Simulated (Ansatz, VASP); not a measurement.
## Nb in VASP and in Ansatz

Contents of INCAR:

```
PREC = Accurate
ENCUT = 520
EDIFF = 1E-6
ISMEAR = 0
SIGMA = 0.15
LREAL = F
LASPH = T
NELM = 60
ALGO = Fast
ISIF = 2
LWAVE = F
LCHARG = T
GGA = PE
LELF = T
LVHAR = T
NBANDS = 12
```

File KPOINTS:

```
regular mesh
0
Gamma
  22 22 22
```

POSCAR

```
Nb
1.0
   -1.4824855499      1.4824855499      2.0962345675
    1.4824855499     -1.4824855499      2.0962345675
    1.4824855499      1.4824855499     -2.0962345675
Nb
1
Direct
    0.0000000000      0.0000000000      0.0000000000
```

Input for Ansatz:

```yaml
crystal:
  lattice:
    - [-1.4824855499, 1.4824855499, 2.0962345675]
    - [1.4824855499, -1.4824855499, 2.0962345675]
    - [1.4824855499, 1.4824855499, -2.0962345675]
  atoms:
    - { symbol: Nb, position: [0.0, 0.0, 0.0] }
basis:
  ecutwfc: 420
kpoints:
  mp_grid: { grid: [22, 22, 22] }
hamiltonian:
  xc: pbe
scf:
  occupations: { method: gaussian, width: 0.15 }
output:
  forces: true
  stress: true
  eigenvalues: true
```

Alike in both runs: task single point; functional PBE; k mesh 22 × 22 × 22; occupations gaussian, width 0.15 eV; no spin polarisation.

|  | VASP | Ansatz |
| --- | --- | --- |
| version | VASP 6.6.1 | Ansatz 0.2.0 |
| potentials or method | VASP PAW PBE potentials, release 64 (Nb_sv), cutoff 520 eV | scalar-relativistic, plane waves, PAW |
| valence electrons in the cell | 13 | 13 |

Ansatz gave:

* gap on the k mesh at the Fermi level (eV): none
* pressure (GPa): 3.1

Q: Estimate VASP's values.

A: gap on the k mesh at the Fermi level (eV): none; pressure (GPa): 2.7.

A gap of «none» marks a metal or a gap that the smearing closes.
